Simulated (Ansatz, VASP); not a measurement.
# Two plane-wave programs on W

```
W
1.0
     0.00000    2.03000    2.03000
     2.03000    0.00000    2.03000
     2.03000    2.03000    0.00000
W
1
Direct
  0.00000 0.00000 0.00000
```

Alike in both runs: task relaxation of cell and atoms; functional revPBE; dispersion D3(BJ); k mesh 11 × 11 × 11; occupations fermi-dirac, width 0.05 eV; no spin polarisation.

|  | VASP | Ansatz |
| --- | --- | --- |
| version | VASP 6.6.1 | Ansatz 0.2.0 |
| potentials or method | VASP PAW PBE potentials, release 64 (W_sv) | Ansatz PAW |
| plane-wave cutoff (eV) | 600 | 420 |
| valence electrons in the cell | 14 | 14 |

Ansatz gave:

```
gap on the k mesh at the Fermi level, each at its own relaxed structure (eV) : none
relaxed volume (Å³/atom)                                                     : 15.92
relaxed cell length with the largest relative difference (Å)                 : 2.824
```

Question: Which values does VASP return?

Answer: gap on the k mesh at the Fermi level, each at its own relaxed structure (eV): none; relaxed volume (Å³/atom): 15.95; relaxed cell length with the largest relative difference (Å): 2.826.

VASP's potentials were made for PBE, not for revPBE. A gap of «none» marks a metal or a gap that the smearing closes.

Neither program's run includes spin-orbit coupling. Noted on Ansatz's run: the plane-wave basis is chosen anew once the cell has moved, so the energies of steps on either side of that aren't comparable.
